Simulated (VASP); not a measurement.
Si, 1 atom in the cell. The structure is tetragonal, space group I4/mmm (No. 139). Conventional cell: a = 3.254 Å, b = 3.254 Å, c = 2.641 Å, α = 90.00°, β = 90.00°, γ = 90.00°. Si (site symmetry 4/mmm) has 14 Si at 2.64 to 3.25 Å within 3.5 Å. 

| Property | Result |
| --- | --- |
| Program | VASP 6.6.1 |
| Task | single point |
| Functional | LDA |
| Potentials or basis | VASP PAW LDA potentials, release 64 (Si) |
| Cutoff | 500 eV |
| k mesh | 13 × 13 × 13 |
| Occupations | fermi-dirac, width 0.15 eV |
| Spin | no spin polarisation |
| Dipole correction | no |
| Further INCAR settings | ALGO = Normal; EDIFF = 1e-06; NBANDS = 8 |

Potentials or basis: VASP PAW LDA potentials, release 64 (Si).

Command:

```bash
$ cat potpaw_LDA.64/Si/POTCAR > POTCAR
$ mpirun -np 1 vasp_std > vasp.out
```

Hardware: 1 thread of Intel(R) Xeon(R) 6975P-C (Granite Rapids), on a shared host.

Question: Estimate the wall time of this run.

Answer: Run time: 5.6 s on 1 thread of Intel(R) Xeon(R) 6975P-C (Granite Rapids), on a shared host, peak memory 0.12 GiB. Counts: scf iterations 9, k points 196.
